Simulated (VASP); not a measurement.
**CuAu: single point with PBE**

CuAu:

```
CELL_PARAMETERS angstrom
2.75483 0.00000 0.00000
0.00000 2.75483 0.00000
0.00000 0.00000 3.79134
ATOMIC_POSITIONS crystal
Cu 0.50000 0.50000 0.50000
Au 0.00000 0.00000 0.00000
```

This cell differs from its parent crystal: ratio of the length along z to the lengths across it x 1.05, volume and fractional coordinates fixed.

```yaml
Program: VASP 6.6.1
Task: single point
Functional: PBE
Potentials_or_basis: VASP PAW PBE potentials, release 64 (Cu, Au)
Cutoff: 520 eV
k_mesh: 18 × 18 × 14
Occupations: gaussian, width 0.15 eV
Spin: no spin polarisation
Dipole_correction: no
Further_INCAR_settings: ALGO = Fast; EDIFF = 1e-07; NBANDS = 18
```

```
Pressure               : 7.0 GPa
Band gap on the k mesh : zero (band 11 reaches 14.47 eV, above the bottom of band 12 at 6.99 eV)
```

Stress tensor (GPa, compression positive):
```
8.15 0.00 0.00
0.00 8.15 0.00
0.00 0.00 4.69
```

Levels at points of the mesh, in eV from the Fermi level:
```tsv
k point	band 9	band 10	band 11	band 12	band 13	band 14
(0.00, 0.00, 0.00)	-1.72	-1.51	-1.51	1.39	7.22	10.67
(0.50, 0.00, 0.00)	-2.40	-2.19	-0.76	0.11	8.85	9.03
(0.50, 0.50, 0.00)	-1.47	-1.47	0.90	0.90	5.68	7.23
(0.00, 0.00, 0.50)	-2.50	-2.31	-2.31	-1.95	14.75	14.92
(0.50, 0.00, 0.50)	-1.68	-1.65	-1.14	-1.12	2.80	4.29
(0.50, 0.50, 0.50)	-1.60	-1.49	5.53	5.53	5.65	6.67
```

Run time: 87 s on 1 thread of Intel(R) Xeon(R) 6975P-C (Granite Rapids) (shared host), peak memory 0.33 GiB.

Caveat: spin-orbit coupling is left out, which moves the levels of the heavy elements.
